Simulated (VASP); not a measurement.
Set up this calculation in VASP 6.6.1, as the native input.

```yaml
Task: single point
Functional: PBE
Potentials_or_basis: VASP PAW PBE potentials, release 64 (Ga_d, Mn_pv)
Cutoff: 500 eV
k_mesh: 12 × 12 × 12
Occupations: gaussian, width 0.1 eV
Spin: collinear spin, ferromagnetic start
Starting_moments: "[0.0, 0.0, 0.0, 4.0] μB"
Dipole_correction: no
Further_INCAR_settings: ALGO = Normal; EDIFF = 1e-06; NBANDS = 38
```

The structure of MnGa3 lies in POSCAR:

```
MnGa3
1.0
    0.0000000000      3.0875124486      3.0875124486
    3.0875124486      0.0000000000      3.0875124486
    3.0875124486      3.0875124486      0.0000000000
Ga Mn
3 1
Direct
    0.2500000000      0.2500000000      0.2500000000
    0.7500000000      0.7500000000      0.7500000000
    0.5000000000      0.5000000000      0.5000000000
    0.0000000000      0.0000000000      0.0000000000
```

One way to write it, as run:

INCAR

```
PREC = Accurate
ENCUT = 500
EDIFF = 1E-6
ISMEAR = 0
SIGMA = 0.1
LREAL = F
LASPH = T
NELM = 200
ALGO = Normal
ISIF = 2
LWAVE = F
LCHARG = F
ISPIN = 2
MAGMOM = 0 0 0 4
LORBIT = 11
LMAXMIX = 4
GGA = PE
NBANDS = 38
GGA_COMPAT = F
```

KPOINTS

```
Automatic mesh
0
Gamma
  12 12 12
```

Potentials or basis: VASP PAW PBE potentials, release 64 (Ga_d, Mn_pv).

Command:

```console
$ cat potpaw_PBE.64/Ga_d/POTCAR potpaw_PBE.64/Mn_pv/POTCAR > POTCAR
$ mpirun -np 1 vasp_std > vasp.out
```

It gave:

```yaml
Pressure: 13.1 GPa
Net_moment: 3.51 μB per cell
Site_moments: Ga -0.01, +0.03 (each value once); Mn +3.28 μB
Valence_electrons_inside_the_program's_atomic_spheres: Ga 11.72, 11.69 (each value once); Mn 11.61
```

Caveat: the cell stands under pressure.

It took 7.6 min on 1 thread of Intel Xeon 8259CL, with other jobs on the host, peak memory 0.35 GiB.
